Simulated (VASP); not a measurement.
# Sn (Im-3m) in VASP: further runs

Sn is run at these levels: LDA; tasks: single point.

Everything below comes from runs of VASP 6.6.1. Logs are shortened: lines on timing, memory, paths and dates and some standing lists are left out, and cuts for length are marked.

**1. The cell of the first run**

Symmetry: Im-3m, No. 229, cubic system. The conventional cell has a = 3.685 Å, b = 3.685 Å, c = 3.685 Å, α = 90.00°, β = 90.00°, γ = 90.00°. Within 4.2 Å of Sn (site symmetry m-3m) lie 14 Sn at 3.19 to 3.69 Å.

**2. Single point, LDA**

The input, INCAR:

```
SYSTEM = Sn
  PREC = Accurate
  ENCUT = 520
  EDIFF = 1E-6
  ISMEAR = -1
  SIGMA = 0.05
  LREAL = .False.
  LASPH = .True.
  NELM = 80
  ALGO = Normal
  ISIF = 2
  LWAVE = .False.
  LCHARG = .False.
  GGA = CA
  NBANDS = 13
```

The input, KPOINTS:

```
regular mesh
0
Gamma
  11 11 11
  0 0 0
```

The input, POSCAR:

```
Sn
1.0
   -1.8427173648      1.8427173648      1.8427173648
    1.8427173648     -1.8427173648      1.8427173648
    1.8427173648      1.8427173648     -1.8427173648
Sn
1
Direct
    0.0000000000      0.0000000000      0.0000000000
```

Potentials or basis: VASP PAW LDA potentials, release 64 (Sn_d).

Command:

```bash
$ cat potpaw_LDA.64/Sn_d/POTCAR > POTCAR
$ mpirun -np 1 vasp_std > vasp.out
```

OUTCAR:

```text
SYSTEM = Sn
   PREC = Accurate
   ENCUT = 520
   EDIFF = 1E-6
   ISMEAR = -1
   LREAL = .False.
   LASPH = .True.
   NELM = 80
   ISIF = 2
   GGA = CA

 ion  position               nearest neighbor table
   1  0.000  0.000  0.000-

  LATTYP: Found a body centered cubic cell.
 ALAT       =     3.6854347296

  Lattice vectors:

 A1 = (  -1.8427173648,   1.8427173648,   1.8427173648)
 A2 = (   1.8427173648,  -1.8427173648,   1.8427173648)
 A3 = (   1.8427173648,   1.8427173648,  -1.8427173648)

Analysis of symmetry for initial positions (statically):
=====================================================================
 Subroutine PRICEL returns:
 Original cell was already a primitive cell.

 Routine SETGRP: Setting up the symmetry group for a
 body centered cubic supercell.

 Subroutine GETGRP returns: Found 48 space group operations
 (whereof 48 operations were pure point group operations)
 out of a pool of 48 trial point group operations.

The static configuration has the point symmetry O_h .

Analysis of symmetry for dynamics (positions and initial velocities):
=====================================================================
 Subroutine PRICEL returns:
 Original cell was already a primitive cell.

 Routine SETGRP: Setting up the symmetry group for a
 body centered cubic supercell.

 Subroutine GETGRP returns: Found 48 space group operations
 (whereof 48 operations were pure point group operations)
 out of a pool of 48 trial point group operations.

The dynamic configuration has the point symmetry O_h .

 Subroutine INISYM returns: Found 48 space group operations
 (whereof 48 operations are pure point group operations),
 and found     1 'primitive' translations

----------------------------------------------------------------------------------------

                                     Primitive cell

  volume of cell :      25.0286

  direct lattice vectors                    reciprocal lattice vectors
    -1.842717365  1.842717365  1.842717365     0.000000000  0.271338410  0.271338410
     1.842717365 -1.842717365  1.842717365     0.271338410  0.000000000  0.271338410
     1.842717365  1.842717365 -1.842717365     0.271338410  0.271338410  0.000000000

  length of vectors
     3.191680100  3.191680100  3.191680100     0.383730460  0.383730460  0.383730460

  position of ions in fractional coordinates (direct lattice)
     0.000000000  0.000000000  0.000000000

  ion indices of the primitive-cell ions
   primitive index   ion index
                 1           1

----------------------------------------------------------------------------------------

 KPOINTS: regular mesh

Automatic generation of k-mesh.
 Grid dimensions read from file:
 generate k-points for:   11   11   11

 Generating k-lattice:

  Cartesian coordinates                     Fractional coordinates (reciprocal lattice)
     0.000000000  0.024667128  0.024667128     0.090909091  0.000000000  0.000000000
     0.024667128  0.000000000  0.024667128     0.000000000  0.090909091  0.000000000
     0.024667128  0.024667128  0.000000000     0.000000000  0.000000000  0.090909091

  Length of vectors
     0.034884587  0.034884587  0.034884587

  Shift w.r.t. Gamma in fractional coordinates (k-lattice)
     0.000000000  0.000000000  0.000000000

 Subroutine IBZKPT returns following result:
 ===========================================

 Found     56 irreducible k-points:

 Following reciprocal coordinates:
            Coordinates               Weight
  0.000000  0.000000  0.000000      1.000000
  0.090909  0.000000  0.000000     12.000000
  0.181818  0.000000  0.000000     12.000000
  0.272727  0.000000  0.000000     12.000000
  0.363636  0.000000  0.000000     12.000000
  0.454545  0.000000  0.000000     12.000000
[... 16 lines left out ...]
  0.272727  0.181818  0.090909     48.000000
  0.363636  0.181818  0.090909     24.000000
 [... further k-points ...]
   k-points           NKPTS =     56   k-points in BZ     NKDIM =     56   number of bands    NBANDS=     13
   number of dos      NEDOS =    301   number of ions     NIONS =      1
   total plane-waves  NPLWV =  13824
   dimension x,y,z NGX =    24 NGY =   24 NGZ =   24
   dimension x,y,z NGXF=    48 NGYF=   48 NGZF=   48
   ions per type =               1
   NGX,Y,Z   is equivalent  to a cutoff of  12.50, 12.50, 12.50 a.u.
   NGXF,Y,Z  is equivalent  to a cutoff of  25.00, 25.00, 25.00 a.u.
 SYSTEM =  Sn
   PREC   = accura    normal or accurate (medium, high low for compatibility)
   ISTART =      0    job   : 0-new  1-cont  2-samecut
   ICHARG =      2    charge: 1-file 2-atom 10-const
   ISPIN  =      1    spin polarized calculation?
   LNONCOLLINEAR =      F non collinear calculations
   LSORBIT =      F    spin-orbit coupling
   LASPH  =      T    aspherical Exc in radial PAW
   ENCUT  =  520.0 eV  38.22 Ry    6.18 a.u.   5.93  5.93  5.93*2*pi/ulx,y,z
   NELM   =     80;   NELMIN=  2; NELMDL= -5     # of ELM steps
   EDIFF  = 0.1E-05   stopping-criterion for ELM
   LREAL  =      F    real-space projection
   EDIFFG = 0.1E-04   stopping-criterion for IOM
   NSW    =      0    number of steps for IOM
   IBRION =     -1    ionic relax: 0-MD 1-quasi-New 2-CG
   NFREE  =      0    steps in history (QN), initial steepest desc. (CG)
   ISIF   =      2    stress and relaxation
   ISYM   =      2    0-nonsym 1-usesym 2-fastsym
   POTIM  = 0.5000    time-step for ionic-motion
   TEBEG  =    0.0;   TEEND  =   0.0 temperature during run
   PSTRESS=    0.0 pullay stress
   NELECT =      14.0000    total number of electrons
   NUPDOWN=      -1.0000    fix difference up-down
   EMIN   =  10.00;   EMAX   =-10.00  energy-range for DOS
   EFERMI =   0.00;   METHOD = LEGACY
   ISMEAR =    -1;   SIGMA  =   0.05  broadening in eV -4-tet -1-fermi 0-gaus
   EFERMI_NEDOS =   21; number of points for ismear=-14 and -15
   IALGO  =     38    algorithm
   IMIX   =      4    mixing-type and parameters
     AMIX     =   0.40;   BMIX     =  1.00
     AMIX_MAG =   1.60;   BMIX_MAG =  1.00
  volume/ion in A,a.u.               =      25.03       168.90
  Fermi-wavevector in a.u.,A,eV,Ry     =   1.348876  2.549007 24.755354  1.819467
  Thomas-Fermi vector in A             =   2.476509
   LORBIT       =      0    0 simple, 1 ext, 2 COOP (PROOUT), +10 PAW based schemes
   GGA     = CA    functional components
   LHFCALC =     F    Hartree Fock is set to
   AEXX    =    0.0000 exact exchange contribution
   IVDW    =     0    specifies the selected vdW correction
   LEPSILON=     F    determine dielectric tensor
   LRPA    =     F    only Hartree local field effects (RPA)
 non-spin polarized calculation
  energy-cutoff  :      520.00
  volume of cell :       25.03
 maximum number of plane-waves:       688
   NGX = 11   NGY = 11   NGZ = 11

 number of electron      14.0000004 magnetization

 Free energy of the ion-electron system (eV)
  ---------------------------------------------------
  ext. energy  EPLUGINS =         0.00000000
  ---------------------------------------------------
  free energy    TOTEN  =        -4.43217492 eV

  energy without entropy =       -4.42768368  energy(sigma->0) =       -4.42992930

 E-fermi :   8.8645     XC(G=0): -10.9966

 val. band max:        8.8177970561   @ k =  -0.4545   0.4545   0.3636
 cond. band min:       8.9430709302   @ k =  -0.2727   0.4545   0.0909
 fundamental gap:      0.1252738741
 Fermi energy:         8.8645090529

 k-point     1 :       0.0000    0.0000    0.0000
  band No.  band energies     occupation
      1     -12.6473      2.00000
      2     -12.6473      2.00000
      3     -12.6473      2.00000
      4     -12.4668      2.00000
      5     -12.4668      2.00000
      6      -2.8671      2.00000
      7      17.4807      0.00000
      8      17.4807      0.00000
      9      17.4807      0.00000
     10      21.2296      0.00000
     11      21.2296      0.00000
     12      21.2296      0.00000
     13      22.2908      0.00000

 k-point     2 :       0.0909    0.0000    0.0000
  band No.  band energies     occupation
      1     -12.6522      2.00000
      2     -12.6407      2.00000
      3     -12.6249      2.00000
      4     -12.4722      2.00000
      5     -12.4673      2.00000
      6      -2.6742      2.00000
      7      15.8828      0.00000
      8      16.7292      0.00000
      9      17.1921      0.00000
     10      19.8978      0.00000
     11      20.2410      0.00000
     12      20.9646      0.00000
     13      22.9837      0.00000

 k-point     3 :       0.1818    0.0000    0.0000
  band No.  band energies     occupation
      1     -12.6653      2.00000
      2     -12.6261      2.00000
      3     -12.5644      2.00000
      4     -12.4843      2.00000
      5     -12.4688      2.00000
      6      -2.0937      2.00000
      7      12.8487      0.00000
      8      15.3665      0.00000
      9      16.4413      0.00000
     10      18.8501      0.00000
     11      19.1596      0.00000
     12      21.1202      0.00000
     13      23.4688      0.00000
[... 305 lines left out ...]
 k-point    23 :       0.2727    0.1818    0.0909
  band No.  band energies     occupation
      1     -12.6662      2.00000
      2     -12.5985      2.00000
      3     -12.4800      2.00000
      4     -12.4776      2.00000
      5     -12.4296      2.00000
      6       1.8565      2.00000
      7       6.4142      2.00000
      8       9.0241      0.07899
      9      11.2823      0.00000
     10      21.8544      0.00000
     11      23.3781      0.00000
     12      24.0238      0.00000
     13      26.2034      0.00000

 k-point    24 :       0.3636    0.1818    0.0909
  band No.  band energies     occupation
      1     -12.6676      2.00000
      2     -12.5855      2.00000
      3     -12.4786      2.00000
      4     -12.4742      2.00000
      5     -12.4340      2.00000
      6       2.9706      2.00000
      7       5.0630      2.00000
      8       8.7009      1.92693
      9      11.0918      0.00000
     10      21.7404      0.00000
     11      23.6239      0.00000
     12      24.9589      0.00000
     13      25.2843      0.00000

 [... further k-points ...]
[... 5 lines left out ...]
  --------------------------------------------------------------------------------------
  -------------------------------------------------------------------------------------
  Total        0.2377850      0.2377850      0.2377850     -0.0000000      0.0000000      0.0000000
  in kB       15.2215523     15.2215523     15.2215523     -0.0000000      0.0000000      0.0000000
  external PRESSURE =      15.2215523 kB  Pullay stress =       0.0000000 kB

 VOLUME and BASIS-vectors are now :
 -----------------------------------------------------------------------------
  energy-cutoff  :      520.00
  volume of cell :       25.03
      direct lattice vectors                 reciprocal lattice vectors
    -1.842717365  1.842717365  1.842717365     0.000000000  0.271338410  0.271338410
     1.842717365 -1.842717365  1.842717365     0.271338410  0.000000000  0.271338410
     1.842717365  1.842717365 -1.842717365     0.271338410  0.271338410  0.000000000

 POSITION                                       TOTAL-FORCE (eV/Angst)
 -----------------------------------------------------------------------------------
      0.00000      0.00000      0.00000        -0.000000     -0.000000      0.000000
 -----------------------------------------------------------------------------------
    total drift:                                0.000000      0.000000     -0.000000

  FREE ENERGIE OF THE ION-ELECTRON SYSTEM (eV)
  ---------------------------------------------------
  free  energy   TOTEN  =        -4.4321749202 eV

  energy  without entropy=       -4.4276836844  energy(sigma->0) =       -4.42992930
```

Wall time 15 s (1 thread of Intel Xeon 8259CL, shared host); peak memory 0.13 GiB.

What came out:

| Item | Value |
| --- | --- |
| Free energy | -4.4322 eV |
| Pressure | 1.5 GPa |
| Band gap on the k mesh | zero (band 7 reaches 17.48 eV, above the bottom of band 8 at 6.23 eV) |

Levels at points of the mesh, in eV from the Fermi level:
| k point | band 3 | band 4 | band 5 | band 6 | band 7 | band 8 | band 9 | band 10 | band 11 | band 12 |
| --- | --- | --- | --- | --- | --- | --- | --- | --- | --- | --- |
| (0.00, 0.00, 0.00) | -21.51 | -21.33 | -21.33 | -11.73 | 8.62 | 8.62 | 8.62 | 12.37 | 12.37 | 12.37 |

Caveat: spin-orbit coupling is left out, which moves the levels of the heavy elements.

**3. Single point, LDA**

This run uses another cell than the first one, of 25.75 Å³/atom, 1.029 times its volume.

The input, INCAR:

```
PREC = Accurate
ENCUT = 520
EDIFF = 1E-6
ISMEAR = -1
SIGMA = 0.05
LREAL = F
LASPH = T
NELM = 60
ALGO = Normal
ISIF = 2
LWAVE = F
LCHARG = F
NBANDS = 13
```

The input, KPOINTS:

```
Automatic mesh
0
Gamma
  11 11 11
```

The input, POSCAR:

```
Sn
1.0
   -1.8603520953      1.8603520953      1.8603520953
    1.8603520953     -1.8603520953      1.8603520953
    1.8603520953      1.8603520953     -1.8603520953
Sn
1
Direct
    0.0000000000      0.0000000000      0.0000000000
```

Potentials or basis: VASP PAW LDA potentials, release 64 (Sn_d).

Command:

```bash
$ cat potpaw_LDA.64/Sn_d/POTCAR > POTCAR
$ mpirun -np 1 vasp_std > vasp.out
```

OUTCAR:

```text
PREC = Accurate
   ENCUT = 520
   EDIFF = 1E-6
   ISMEAR = -1
   LREAL = F
   LASPH = T
   NELM = 60
   ISIF = 2

 ion  position               nearest neighbor table
   1  0.000  0.000  0.000-

  LATTYP: Found a body centered cubic cell.
 ALAT       =     3.7207041906

  Lattice vectors:

 A1 = (  -1.8603520953,   1.8603520953,   1.8603520953)
 A2 = (   1.8603520953,  -1.8603520953,   1.8603520953)
 A3 = (   1.8603520953,   1.8603520953,  -1.8603520953)

Analysis of symmetry for initial positions (statically):
[... 551 lines left out ...]
      5     -12.7982      2.00000
      6       2.6065      2.00000
      7       4.8190      2.00000
      8       8.3454      1.91149
      9      10.6976      0.00000
     10      21.1312      0.00000
     11      22.9796      0.00000
     12      24.3130      0.00000
     13      24.7271      0.00000

 [... further k-points ...]
[... 5 lines left out ...]
  --------------------------------------------------------------------------------------
  -------------------------------------------------------------------------------------
  Total       -0.0374650     -0.0374650     -0.0374650     -0.0000000     -0.0000000      0.0000000
  in kB       -2.3307255     -2.3307255     -2.3307255     -0.0000000     -0.0000000      0.0000000
  external PRESSURE =      -2.3307255 kB  Pullay stress =       0.0000000 kB

 VOLUME and BASIS-vectors are now :
 -----------------------------------------------------------------------------
  energy-cutoff  :      520.00
  volume of cell :       25.75
      direct lattice vectors                 reciprocal lattice vectors
    -1.860352095  1.860352095  1.860352095     0.000000000  0.268766327  0.268766327
     1.860352095 -1.860352095  1.860352095     0.268766327  0.000000000  0.268766327
     1.860352095  1.860352095 -1.860352095     0.268766327  0.268766327  0.000000000

 POSITION                                       TOTAL-FORCE (eV/Angst)
 -----------------------------------------------------------------------------------
      0.00000      0.00000      0.00000         0.000000      0.000000      0.000000
 -----------------------------------------------------------------------------------
    total drift:                                0.000000      0.000000      0.000000

  FREE ENERGIE OF THE ION-ELECTRON SYSTEM (eV)
  ---------------------------------------------------
  free  energy   TOTEN  =        -4.4353522212 eV

  energy  without entropy=       -4.4308304338  energy(sigma->0) =       -4.43309133
```

Wall time 14 s (1 thread of Intel Xeon 8259CL, shared host); peak memory 0.13 GiB.

Results:

* Free energy: -4.4354 eV
* Pressure: -0.2 GPa
* Band gap on the k mesh: zero (band 7 reaches 16.83 eV, above the bottom of band 8 at 5.96 eV)

Levels at points of the mesh, in eV from the Fermi level:
| k point | band 4 | band 5 | band 6 | band 7 | band 8 | band 9 | band 10 | band 11 |
| --- | --- | --- | --- | --- | --- | --- | --- | --- |
| (0.00, 0.00, 0.00) | -21.33 | -21.33 | -11.51 | 8.33 | 8.33 | 8.33 | 12.31 | 12.31 |

Caveat: spin-orbit coupling is left out, which moves the levels of the heavy elements.

**4. Single point, LDA**

This run uses another cell than the first one, of 26.48 Å³/atom, 1.058 times its volume.

The input, INCAR:

```
SYSTEM = Sn
PREC = Accurate
ENCUT = 520
EDIFF = 1E-6
ISMEAR = -1
SIGMA = 0.05
LREAL = .FALSE.
LASPH = .TRUE.
NELM = 60
ALGO = Normal
ISIF = 2
LWAVE = .FALSE.
LCHARG = .FALSE.
GGA = CA
NBANDS = 13
```

The input, KPOINTS:

```
Automatic mesh
0
G
  11 11 11
  0 0 0
```

The input, POSCAR:

```
Sn
1.0
   -1.8776586900      1.8776586900      1.8776586900
    1.8776586900     -1.8776586900      1.8776586900
    1.8776586900      1.8776586900     -1.8776586900
Sn
1
Direct
    0.0000000000      0.0000000000      0.0000000000
```

Command:

```bash
$ cat potpaw_LDA.64/Sn_d/POTCAR > POTCAR
$ mpirun -np 1 vasp_std > vasp.out
```

Run time: 14 s. Hardware: 1 thread of Intel Xeon 8259CL, shared host; peak memory 0.13 GiB.

Results (log left out):

```yaml
Free_energy: -4.4311 eV
Pressure: -1.7 GPa
Band_gap_on_the_k_mesh: zero (band 7 reaches 16.21 eV, above the bottom of band 8 at 5.70 eV)
```

Levels at points of the mesh, in eV from the Fermi level:
```
           k point  band 5  band 6  band 7  band 8  band 9  band 10
(0.00, 0.00, 0.00)  -21.32  -11.30    8.06    8.06    8.06    12.25
```

Caveat: spin-orbit coupling is left out, which moves the levels of the heavy elements.

**5. Single point, LDA**

This run uses another cell than the first one, of 27.20 Å³/atom, 1.087 times its volume.

The input, INCAR:

```
SYSTEM = Sn
  PREC = Accurate
  ENCUT = 520
  EDIFF = 1E-6
  ISMEAR = -1
  SIGMA = 0.05
  LREAL = .False.
  LASPH = .True.
  NELM = 60
  ALGO = Normal
  ISIF = 2
  LWAVE = .False.
  LCHARG = .False.
  NBANDS = 13
```

The input, KPOINTS:

```
Automatic mesh
0
Gamma
  11 11 11
  0 0 0
```

The input, POSCAR:

```
Sn
1.0
   -1.8946520000      1.8946520000      1.8946520000
    1.8946520000     -1.8946520000      1.8946520000
    1.8946520000      1.8946520000     -1.8946520000
Sn
1
Direct
    0.0000000000      0.0000000000      0.0000000000
```

Command:

```bash
$ cat potpaw_LDA.64/Sn_d/POTCAR > POTCAR
$ mpirun -np 1 vasp_std > vasp.out
```

Wall time 14 s (1 thread of Intel Xeon 8259CL, shared host); peak memory 0.14 GiB.

The run converged. Its results:

| Property | Result |
| --- | --- |
| Free energy | -4.4206 eV |
| Pressure | -3.0 GPa |
| Band gap on the k mesh | zero (band 7 reaches 15.63 eV, above the bottom of band 8 at 5.45 eV) |

Levels at points of the mesh, in eV from the Fermi level:
| k point | band 3 | band 4 | band 5 | band 6 | band 7 | band 8 | band 9 | band 10 | band 11 | band 12 |
| --- | --- | --- | --- | --- | --- | --- | --- | --- | --- | --- |
| (0.00, 0.00, 0.00) | -21.45 | -21.31 | -21.31 | -11.10 | 7.81 | 7.81 | 7.81 | 12.20 | 12.20 | 12.20 |

Caveat: spin-orbit coupling is left out, which moves the levels of the heavy elements.

**6. Summary**

| cell | gap on the mesh (eV) | pressure (GPa) |
| --- | --- | --- |
| a = 3.192 Å, angles 109.5°, 1 atom | none | 1.5 |
| a = 3.222 Å, angles 109.5°, 1 atom | none | -0.2 |
| a = 3.252 Å, angles 109.5°, 1 atom | none | -1.7 |
| a = 3.282 Å, angles 109.5°, 1 atom | none | -3.0 |

Alike in all rows: task single point; level LDA; potentials or basis VASP PAW LDA potentials, release 64 (Sn_d); no spin polarisation; k mesh 11 × 11 × 11; cutoff (eV) 520; smearing fermi-dirac 0.05 eV.

Caveats: spin-orbit coupling is left out, which moves the levels of the heavy elements.

Absolute energies hang on the potentials; compare differences alone.
